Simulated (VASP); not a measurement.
Crystal: CoSi.

```xyz
2
Lattice="2.7813 0.0000 0.0000 0.0000 2.7813 0.0000 0.0000 0.0000 2.7813" Properties=species:S:1:pos:R:3 pbc="T T T"
Co    0.0000    0.0000    0.0000
Si    1.3907    1.3907    1.3907
```

```yaml
Program: VASP 6.6.1
Task: relaxation of cell and atoms
Functional: r2SCAN
Potentials_or_basis: VASP PAW PBE potentials, release 64 (Co, Si)
Cutoff: 600 eV
k_mesh: 6 × 6 × 6
Occupations: gaussian, width 0.1 eV
Spin: collinear spin, ferromagnetic start
Starting_moments: "[0.9, 0.0] μB"
```

At the start: pressure -6.2 GPa; volume 10.76 Å³/atom.

Problem. Where does the relaxation end?

Solution. Over 3 steps the energy falls by 5.4 meV/atom and the volume is 10.49 Å³/atom (-2.5 %); space group Pm-3m (No. 221, to 0.05 Å); moment 0.72 μB per cell.

Step by step:
```
step  energy change (eV)  largest force (eV/Å)  pressure (GPa)  volume (Å³)
   1              0.0000                0.0000           -6.17        21.52
   2              0.0089                0.0000            8.75        20.25
   3             -0.0108                0.0000           -0.22        20.98
```

Final structure:
```
CELL_PARAMETERS angstrom
2.75796 0.00000 0.00000
0.00000 2.75796 0.00000
0.00000 0.00000 2.75796
ATOMIC_POSITIONS crystal
Co 0.00000 0.00000 0.00000
Si 0.50000 0.50000 0.50000
```

Caveat: the k points lie up to 0.38 Å⁻¹ apart in the final cell; the PAW data sets were made with another functional, which shifts forces and pressure a little.
